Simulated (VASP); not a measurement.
A run of VASP 6.6.1 is set up as follows.

File INCAR:

```
  ALGO = Normal
  EDIFF = 1E-8
  ENCUT = 520
  GGA = PE
  ISIF = 2
  ISMEAR = -1
  LASPH = T
  LCHARG = F
  LEFG = T
  LREAL = Auto
  LWAVE = F
  NBANDS = 126
  NELECT = 216.0
  NELM = 100
  PREC = Accurate
  SIGMA = 0.01
```

File KPOINTS:

```
k-points
0
Gamma
  3 3 3
```

POSCAR

```
Pb8F15
1.0
    0.0000000000      3.8796427700      7.6637946300
    6.4081039300      0.0000000000      7.6637946300
    6.4081039300      3.8796427700      0.0000000000
Pb F
8 15
Direct
    0.4444880350      0.4495675050      0.8055119650
    0.9444880350      0.9495675050      0.3055119650
    0.0555119650      0.0504324950      0.6944880350
    0.5555119650      0.5504324950      0.1944880350
    0.0504324950      0.5555119650      0.1995675050
    0.5504324950      0.0555119650      0.6995675050
    0.4495675050      0.9444880350      0.3004324950
    0.9495675050      0.4444880350      0.8004324950
    0.4646913250      0.6887880850      0.7853086750
    0.5353086750      0.3112119150      0.2146913250
    0.0353086750      0.8112119150      0.7146913250
    0.8112119150      0.5353086750      0.4387880850
    0.3112119150      0.0353086750      0.9387880850
    0.6887880850      0.9646913250      0.0612119150
    0.1887880850      0.4646913250      0.5612119150
    0.2720346600      0.1628299600      0.4779653400
    0.7720346600      0.6628299600      0.9779653400
    0.2279653400      0.3371700400      0.0220346600
    0.7279653400      0.8371700400      0.5220346600
    0.3371700400      0.7279653400      0.4128299600
    0.8371700400      0.2279653400      0.9128299600
    0.1628299600      0.7720346600      0.0871700400
    0.6628299600      0.2720346600      0.5871700400
```

Potentials or basis: VASP PAW PBE potentials, release 64 (Pb_d, F).

The run is started by

```sh
$ cat potpaw_PBE.64/Pb_d/POTCAR potpaw_PBE.64/F/POTCAR > POTCAR
$ mpirun -np 1 vasp_std > vasp.out
```

**Question.** Estimate the largest force.

**Answer.** 0.985 eV/Å.

Forces in eV/Å, atoms in the order of the input:
```
Pb   0.059  0.000 -0.282
Pb  -0.352  0.000 -0.921
Pb   0.409  0.552 -0.135
Pb   0.409 -0.552 -0.135
Pb   0.011  0.000  0.075
Pb   0.097  0.000  0.063
Pb  -0.261  0.311  0.434
Pb  -0.261 -0.311  0.434
F    0.216  0.000  0.059
F   -0.051  0.207  0.159
F   -0.051 -0.207  0.159
F    0.043  0.000 -0.141
F   -0.001  0.000 -0.312
F    0.195  0.155  0.065
F    0.195 -0.155  0.065
F   -0.059 -0.137 -0.277
F   -0.059  0.137 -0.277
F    0.026  0.000 -0.106
F   -0.280  0.000  0.321
F   -0.101 -0.318  0.108
F   -0.101  0.318  0.108
F    0.146  0.000  0.366
F   -0.226  0.000  0.166
```

Caveat: the cell carries a net charge on a neutralising background, which shifts energy and pressure; without QUAD_EFG the Cq values of the log hold for a quadrupole moment of 1 mb, not for the nuclei.
